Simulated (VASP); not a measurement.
A run of VASP 6.6.1:

The input POSCAR:

```
TaN
1.0
    0.0000000000      2.1463150000      2.1790000000
    2.1790000000      0.0000000000      2.1790000000
    2.1790000000      2.1463150000      0.0000000000
Ta N
1 1
Direct
    0.5000000000      0.5000000000      0.5000000000
    0.0000000000      0.0000000000      0.0000000000
```

INCAR.step1

```
PREC = Accurate
ENCUT = 520
ISMEAR = 0
SIGMA = 0.15
LREAL = False
LASPH = True
NELM = 80
NBANDS = 15
GGA = PE
ALGO = Normal
EDIFF = 1E-4
LWAVE = True
LCHARG = False
```

INCAR.step2

```
PREC = Accurate
ENCUT = 520
EDIFF = 1E-7
ISMEAR = 0
SIGMA = 0.15
LREAL = False
LASPH = True
NELM = 80
ALGO = Normal
ISIF = 2
LWAVE = False
LCHARG = False
METAGGA = R2SCAN
LMIXTAU = True
NBANDS = 15
ISTART = 1
```

File KPOINTS:

```
Automatic mesh
0
Gamma
  18 18 18
```

Potentials or basis: VASP PAW PBE potentials, release 64 (Ta_pv, N).

Run with:

```sh
$ cat potpaw_PBE.64/Ta_pv/POTCAR potpaw_PBE.64/N/POTCAR > POTCAR
$ cp INCAR.step1 INCAR
$ mpirun -np 1 vasp_std > vasp.out
$ cp INCAR.step2 INCAR
$ mpirun -np 1 vasp_std > vasp.out
```

Hardware: 1 thread of AMD EPYC 7R43 64-Core Processor (Zen 3) (shared host).

**Question.** How long does it take, and how much memory?

**Answer.** Run time: 14 min on 1 thread of AMD EPYC 7R43 64-Core Processor (Zen 3), on a shared host, peak memory 0.23 GiB. Counts: k points 480.
